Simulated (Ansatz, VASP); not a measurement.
One calculation of MgCd2S3, two programs

```
CELL_PARAMETERS angstrom
4.15123 0.00000 0.00000
-2.07562 3.59507 0.00000
0.00000 0.00000 20.17219
ATOMIC_POSITIONS crystal
Mg 0.66667 0.33333 0.50215
Mg 0.66667 0.33333 0.83120
Cd 0.33333 0.66667 0.99746
Cd 0.33333 0.66667 0.33956
Cd 0.33333 0.66667 0.66873
Cd 0.66667 0.33333 0.16830
S 0.33333 0.66667 0.12494
S 0.33333 0.66667 0.46701
S 0.33333 0.66667 0.79607
S 0.66667 0.33333 0.29587
S 0.66667 0.33333 0.62484
S 0.66667 0.33333 0.95389
```

Alike in both runs: functional PBE; k mesh 6 × 6 × 1; occupations gaussian, width 0.1 eV; no spin polarisation.

Ansatz relaxed the structure, and its values are those at the end. VASP's run is a single point on that final structure, the one shown.

|  | VASP | Ansatz |
| --- | --- | --- |
| version | VASP 6.6.1 | Ansatz 0.2.0 |
| potentials or method | VASP PAW PBE potentials, release 64 (Mg, Cd, S), cutoff 520 eV | scalar-relativistic, plane waves, PAW |
| valence electrons in the cell | 88 | 136 |

VASP gave:

* gap on the k mesh at the Fermi level (eV): 1.53
* least direct gap on the mesh (eV): 1.53
* pressure (GPa): 0.1
* rms of the force components (eV/Å): 0.013

Task: Estimate Ansatz's values.

Result: gap on the k mesh at the Fermi level (eV): 1.53; least direct gap on the mesh (eV): 1.53; pressure (GPa): -0.1; rms of the force components (eV/Å): 0.005.

VASP's potentials hold 88 valence electrons a cell and Ansatz's 136, so a difference there can come from the potentials and not from the codes.
